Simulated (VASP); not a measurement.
# Nb16O (a cell with a defect) in VASP: single point with PBE

Aim: the single point of Nb16O (a cell with a defect) with PBE.

Program: VASP 6.6.1. These are calculated values, not measurements. Logs are shortened: lines on timing, memory, paths and dates and some standing lists are left out, and cuts for length are marked.

**1. The cell of the first run**

The cell holds a defect, 17 atoms: a = 6.617 Å, b = 6.617 Å, c = 6.617 Å, α = 90.00°, β = 90.00°, γ = 90.00°.

**2. Single point, PBE**

File INCAR:

```
PREC = Accurate
ENCUT = 520
EDIFF = 1E-6
ISMEAR = 1
SIGMA = 0.1
LREAL = Auto
LASPH = T
NELM = 100
ALGO = Normal
ISIF = 2
LWAVE = F
LCHARG = F
GGA = PE
NBANDS = 121
```

File KPOINTS:

```
Automatic mesh
0
Gamma
  3 3 3
```

File POSCAR:

```
Nb16O
1.0
    6.6171497900      0.0000000000      0.0000000000
    0.0000000000      6.6171497900      0.0000000000
    0.0000000000      0.0000000000      6.6171497900
Nb O
16 1
Direct
   -0.0041782063      0.0001656892     -0.0001949234
    0.2503564091      0.2436842819      0.2433329860
    0.0012831546      0.0001889256      0.4997860401
    0.2503836587      0.2436901465      0.7562560742
    0.0012690993      0.5001697168     -0.0001714405
    0.2503622402      0.7565785092      0.2433543381
    0.0446746507      0.5001129387      0.4998228106
    0.2503861201      0.7565756070      0.7562311062
    0.5050142327      0.0001610434     -0.0002150369
    0.7503535491      0.2508845089      0.2504797803
    0.4994907901      0.0001711676      0.4998078267
    0.7503851145      0.2508855779      0.7491036658
    0.4995022307      0.5001761497     -0.0002423237
    0.7503484231      0.7494480315      0.2505539229
    0.4559550104      0.5001077256      0.4997523227
    0.7503880875      0.7494481949      0.7490283121
    0.7503112991      0.5004657251      0.4997939594
```

Potentials or basis: VASP PAW PBE potentials, release 64 (Nb_sv, O).

The run is started by

```
$ cat potpaw_PBE.64/Nb_sv/POTCAR potpaw_PBE.64/O/POTCAR > POTCAR
$ mpirun -np 1 vasp_std > vasp.out
```

OUTCAR:

```text
PREC = Accurate
   ENCUT = 520
   EDIFF = 1E-6
   ISMEAR = 1
   LREAL = Auto
   LASPH = T
   NELM = 100
   ISIF = 2
   GGA = PE

 ion  position               nearest neighbor table
   1  0.996  0.000  1.000-   2 2.83   4 2.83   6 2.83   8 2.83  12 2.85  10 2.85  16 2.85  14 2.85

   2  0.250  0.244  0.243-  15 2.76   7 2.76   1 2.83   9 2.83   3 2.86   5 2.86  11 2.86  13 2.86

   3  0.001  0.000  0.500-   2 2.86   4 2.86   6 2.86   8 2.86  16 2.87  14 2.87  12 2.87  10 2.87

   4  0.250  0.244  0.756-  15 2.76   7 2.76   1 2.83   9 2.83   3 2.86  11 2.86  13 2.86   5 2.86

   5  0.001  0.500  1.000-   6 2.86   2 2.86   8 2.86   4 2.86  10 2.87  12 2.87  14 2.87  16 2.87

   6  0.250  0.757  0.243-  15 2.76   7 2.76   1 2.83   9 2.83   5 2.86   3 2.86  13 2.86  11 2.86

   7  0.045  0.500  0.500-  17 1.95  15 2.72   4 2.76   8 2.76   2 2.76   6 2.76  12 3.04  16 3.04
                            10 3.04  14 3.04
   8  0.250  0.757  0.756-  15 2.76   7 2.76   1 2.83   9 2.83  13 2.86   5 2.86  11 2.86   3 2.86

   9  0.505  0.000  1.000-   4 2.83   2 2.83   8 2.83   6 2.83  10 2.85  12 2.85  14 2.85  16 2.85

  10  0.750  0.251  0.250-  17 2.33   9 2.85   1 2.85   5 2.87  13 2.87  11 2.87   3 2.87   7 3.04
                            15 3.04
  11  0.499  0.000  0.500-   4 2.86   8 2.86   2 2.86   6 2.86  14 2.87  16 2.87  10 2.87  12 2.87

  12  0.750  0.251  0.749-  17 2.33   9 2.85   1 2.85  13 2.87   5 2.87  11 2.87   3 2.87   7 3.04
                            15 3.04
  13  0.500  0.500  1.000-   8 2.86   4 2.86   6 2.86   2 2.86  12 2.87  10 2.87  16 2.87  14 2.87

  14  0.750  0.749  0.251-  17 2.33   9 2.85   1 2.85  11 2.87   3 2.87  13 2.87   5 2.87   7 3.04
                            15 3.04
  15  0.456  0.500  0.500-  17 1.95   7 2.72   2 2.76   6 2.76   4 2.76   8 2.76  10 3.04  14 3.04
                            12 3.04  16 3.04
  16  0.750  0.749  0.749-  17 2.33   9 2.85   1 2.85  11 2.87   3 2.87  13 2.87   5 2.87   7 3.04
                            15 3.04
  17  0.750  0.500  0.500-  15 1.95   7 1.95  16 2.33  14 2.33  12 2.33  10 2.33

  LATTYP: Found a simple cubic cell.
 ALAT       =     6.6171497900

  Lattice vectors:

 A1 = (   6.6171497900,   0.0000000000,   0.0000000000)
 A2 = (   0.0000000000,   6.6171497900,   0.0000000000)
 A3 = (   0.0000000000,   0.0000000000,   6.6171497900)

Analysis of symmetry for initial positions (statically):
=====================================================================
 Subroutine PRICEL returns:
 Original cell was already a primitive cell.

 Routine SETGRP: Setting up the symmetry group for a
 simple cubic supercell.

 Subroutine GETGRP returns: Found  1 space group operations
 (whereof  1 operations were pure point group operations)
 out of a pool of 48 trial point group operations.

The static configuration has the point symmetry C_1 .

Analysis of symmetry for dynamics (positions and initial velocities):
=====================================================================
 Subroutine PRICEL returns:
 Original cell was already a primitive cell.

 Routine SETGRP: Setting up the symmetry group for a
 simple cubic supercell.

 Subroutine GETGRP returns: Found  1 space group operations
 (whereof  1 operations were pure point group operations)
 out of a pool of 48 trial point group operations.

The dynamic configuration has the point symmetry C_1 .

 Subroutine INISYM returns: Found  1 space group operations
 (whereof  1 operations are pure point group operations),
 and found     1 'primitive' translations

----------------------------------------------------------------------------------------

                                     Primitive cell

  volume of cell :     289.7430

  direct lattice vectors                    reciprocal lattice vectors
     6.617149790  0.000000000  0.000000000     0.151122467  0.000000000  0.000000000
     0.000000000  6.617149790  0.000000000     0.000000000  0.151122467  0.000000000
     0.000000000  0.000000000  6.617149790     0.000000000  0.000000000  0.151122467

  length of vectors
     6.617149790  6.617149790  6.617149790     0.151122467  0.151122467  0.151122467

  position of ions in fractional coordinates (direct lattice)
     0.995821794  0.000165689  0.999805077
     0.250356409  0.243684282  0.243332986
     0.001283155  0.000188926  0.499786040
     0.250383659  0.243690147  0.756256074
     0.001269099  0.500169717  0.999828560
     0.250362240  0.756578509  0.243354338
[... 9 lines left out ...]
     0.750388087  0.749448195  0.749028312
     0.750311299  0.500465725  0.499793959

  ion indices of the primitive-cell ions
   primitive index   ion index
                 1           1
                 2           2
                 3           3
                 4           4
                 5           5
                 6           6
[... 9 lines left out ...]
                16          16
                17          17

----------------------------------------------------------------------------------------

 KPOINTS: Automatic mesh

Automatic generation of k-mesh.
 Grid dimensions read from file:
 generate k-points for:    3    3    3

 Generating k-lattice:

  Cartesian coordinates                     Fractional coordinates (reciprocal lattice)
     0.050374156  0.000000000  0.000000000     0.333333333  0.000000000  0.000000000
     0.000000000  0.050374156  0.000000000     0.000000000  0.333333333  0.000000000
     0.000000000  0.000000000  0.050374156     0.000000000  0.000000000  0.333333333

  Length of vectors
     0.050374156  0.050374156  0.050374156

  Shift w.r.t. Gamma in fractional coordinates (k-lattice)
     0.000000000  0.000000000  0.000000000

 Subroutine IBZKPT returns following result:
 ===========================================

 Found     14 irreducible k-points:

 Following reciprocal coordinates:
            Coordinates               Weight
  0.000000  0.000000  0.000000      1.000000
  0.333333  0.000000  0.000000      2.000000
  0.000000  0.333333  0.000000      2.000000
  0.000000  0.000000  0.333333      2.000000
  0.333333  0.333333  0.000000      2.000000
  0.000000  0.333333  0.333333      2.000000
  0.333333  0.000000  0.333333      2.000000
 -0.333333  0.333333  0.000000      2.000000
 -0.333333  0.000000  0.333333      2.000000
  0.000000 -0.333333  0.333333      2.000000
  0.333333  0.333333  0.333333      2.000000
 -0.333333  0.333333  0.333333      2.000000
 -0.333333 -0.333333  0.333333      2.000000
  0.333333 -0.333333  0.333333      2.000000
   k-points           NKPTS =     14   k-points in BZ     NKDIM =     14   number of bands    NBANDS=    121
   number of dos      NEDOS =    301   number of ions     NIONS =     17
   total plane-waves  NPLWV = 125000
   dimension x,y,z NGX =    50 NGY =   50 NGZ =   50
   dimension x,y,z NGXF=   100 NGYF=  100 NGZF=  100
   ions per type =              16   1
   NGX,Y,Z   is equivalent  to a cutoff of  12.56, 12.56, 12.56 a.u.
   NGXF,Y,Z  is equivalent  to a cutoff of  25.12, 25.12, 25.12 a.u.
 SYSTEM =  unknown system
   PREC   = accura    normal or accurate (medium, high low for compatibility)
   ISTART =      0    job   : 0-new  1-cont  2-samecut
   ICHARG =      2    charge: 1-file 2-atom 10-const
   ISPIN  =      1    spin polarized calculation?
   LNONCOLLINEAR =      F non collinear calculations
   LSORBIT =      F    spin-orbit coupling
   LASPH  =      T    aspherical Exc in radial PAW
   ENCUT  =  520.0 eV  38.22 Ry    6.18 a.u.  12.30 12.30 12.30*2*pi/ulx,y,z
   NELM   =    100;   NELMIN=  2; NELMDL= -5     # of ELM steps
   EDIFF  = 0.1E-05   stopping-criterion for ELM
   LREAL  =      T    real-space projection
   EDIFFG = 0.1E-04   stopping-criterion for IOM
   NSW    =      0    number of steps for IOM
   IBRION =     -1    ionic relax: 0-MD 1-quasi-New 2-CG
   NFREE  =      0    steps in history (QN), initial steepest desc. (CG)
   ISIF   =      2    stress and relaxation
   ISYM   =      2    0-nonsym 1-usesym 2-fastsym
   POTIM  = 0.5000    time-step for ionic-motion
   TEBEG  =    0.0;   TEEND  =   0.0 temperature during run
   PSTRESS=    0.0 pullay stress
   NELECT =     214.0000    total number of electrons
   NUPDOWN=      -1.0000    fix difference up-down
   EMIN   =  10.00;   EMAX   =-10.00  energy-range for DOS
   EFERMI =   0.00;   METHOD = LEGACY
   ISMEAR =     1;   SIGMA  =   0.10  broadening in eV -4-tet -1-fermi 0-gaus
   EFERMI_NEDOS =   21; number of points for ismear=-14 and -15
   IALGO  =     38    algorithm
   IMIX   =      4    mixing-type and parameters
     AMIX     =   0.40;   BMIX     =  1.00
     AMIX_MAG =   1.60;   BMIX_MAG =  1.00
  volume/ion in A,a.u.               =      17.04       115.02
  Fermi-wavevector in a.u.,A,eV,Ry     =   1.479819  2.796452 29.794893  2.189863
  Thomas-Fermi vector in A             =   2.593929
   LORBIT       =      0    0 simple, 1 ext, 2 COOP (PROOUT), +10 PAW based schemes
   GGA     = PE    functional components
   LHFCALC =     F    Hartree Fock is set to
   AEXX    =    0.0000 exact exchange contribution
   IVDW    =     0    specifies the selected vdW correction
   LEPSILON=     F    determine dielectric tensor
   LRPA    =     F    only Hartree local field effects (RPA)
 non-spin polarized calculation
 Methfessel and Paxton  Order N= 1 SIGMA  =   0.10
  energy-cutoff  :      520.00
  volume of cell :      289.74
 maximum number of plane-waves:      7814
 NGX is ok and might be reduce to    50
   NGX = 25   NGY = 25   NGZ = 25

 number of electron     214.0000012 magnetization

 Free energy of the ion-electron system (eV)
  ---------------------------------------------------
  ext. energy  EPLUGINS =         0.00000000
  ---------------------------------------------------
  free energy    TOTEN  =      -171.74047414 eV

  energy without entropy =     -171.74611201  energy(sigma->0) =     -171.74235343

 E-fermi :  11.4987     XC(G=0): -12.5840

 val. band max:       11.4706483829   @ k =   0.0000   0.0000   0.3333
 cond. band min:      11.5056235536   @ k =   0.0000   0.0000   0.0000
 fundamental gap:      0.0349751706
 Fermi energy:        11.4986797858

 k-point     1 :       0.0000    0.0000    0.0000
  band No.  band energies     occupation
      1     -43.1247      2.00000
      2     -43.0151      2.00000
      3     -43.0127      2.00000
      4     -43.0126      2.00000
      5     -42.9929      2.00000
      6     -42.9337      2.00000
[... 111 lines left out ...]
    118      13.4215     -0.00000
    119      13.4963     -0.00000

 k-point     2 :       0.3333    0.0000    0.0000
  band No.  band energies     occupation
      1     -43.1029      2.00000
      2     -43.0439      2.00000
      3     -43.0125      2.00000
      4     -43.0124      2.00000
      5     -42.9928      2.00000
      6     -42.9265      2.00000
[... 1459 lines left out ...]
      2     -43.0424      2.00000
      3     -43.0261      2.00000
      4     -43.0190      2.00000
      5     -43.0065      2.00000
      6     -42.9221      2.00000
[... 111 lines left out ...]
    118      13.6019      0.00000
    119      13.7338      0.00000
 [bands above 119 left out]

------------------------ aborting loop because EDIFF is reached ----------------------------------------

  FORCE on cell =-STRESS in cart. coord.  units (eV):
  Direction    XX          YY          ZZ          XY          YZ          ZX
  --------------------------------------------------------------------------------------
  -------------------------------------------------------------------------------------
  Total       18.4385595      4.3393837      4.3415321     -0.0006232      0.0008254      0.0001904
  in kB      101.9587906     23.9952756     24.0071554     -0.0034462      0.0045643      0.0010530
  external PRESSURE =      49.9870739 kB  Pullay stress =       0.0000000 kB

 VOLUME and BASIS-vectors are now :
 -----------------------------------------------------------------------------
  energy-cutoff  :      520.00
  volume of cell :      289.74
      direct lattice vectors                 reciprocal lattice vectors
     6.617149790  0.000000000  0.000000000     0.151122467  0.000000000  0.000000000
     0.000000000  6.617149790  0.000000000     0.000000000  0.151122467  0.000000000
     0.000000000  0.000000000  6.617149790     0.000000000  0.000000000  0.151122467

 POSITION                                       TOTAL-FORCE (eV/Angst)
 -----------------------------------------------------------------------------------
      6.58950      0.00110      6.61586        -0.007456     -0.000467     -0.000283
      1.65665      1.61250      1.61017         0.000731     -0.002794     -0.003824
      0.00849      0.00125      3.30716         0.000603     -0.001362      0.001538
      1.65683      1.61253      5.00426         0.000207     -0.003445      0.003377
      0.00840      3.30970      6.61602         0.001424      0.000113     -0.002543
      1.65668      5.00639      1.61031         0.000071      0.004870     -0.004229
[... 9 lines left out ...]
      4.96543      4.95921      4.95643         0.000222      0.003130      0.004291
      4.96492      3.31166      3.30721         0.001115     -0.006563     -0.000261
 -----------------------------------------------------------------------------------
    total drift:                                0.007890     -0.001078      0.001720

  FREE ENERGIE OF THE ION-ELECTRON SYSTEM (eV)
  ---------------------------------------------------
  free  energy   TOTEN  =      -171.7404741409 eV

  energy  without entropy=     -171.7461120122  energy(sigma->0) =     -171.74235343
```

It took 17 min on 1 thread of AMD EPYC 7R43 (Zen 3), shared host; peak memory 0.48 GiB.

What came out:

| Property | Result |
| --- | --- |
| Free energy | -171.7405 eV |
| Pressure | 5.0 GPa |
| Largest force | 0.032 eV/Å |
| Band gap on the k mesh | zero (band 107 reaches 12.15 eV, above the bottom of band 108 at 11.03 eV) |

Forces in eV/Å, atoms in the order of the input:
```
Nb  -0.007  0.000  0.000
Nb   0.001 -0.003 -0.004
Nb   0.001 -0.001  0.002
Nb   0.000 -0.003  0.003
Nb   0.001  0.000 -0.003
Nb   0.000  0.005 -0.004
Nb  -0.027  0.001 -0.002
Nb   0.000  0.005  0.004
Nb   0.003  0.000  0.000
Nb   0.002  0.000  0.000
Nb  -0.004  0.000 -0.002
Nb   0.000 -0.001  0.001
Nb  -0.005 -0.001  0.003
Nb   0.003  0.001 -0.003
Nb   0.032  0.001  0.002
Nb   0.000  0.003  0.004
O    0.001 -0.007  0.000
```
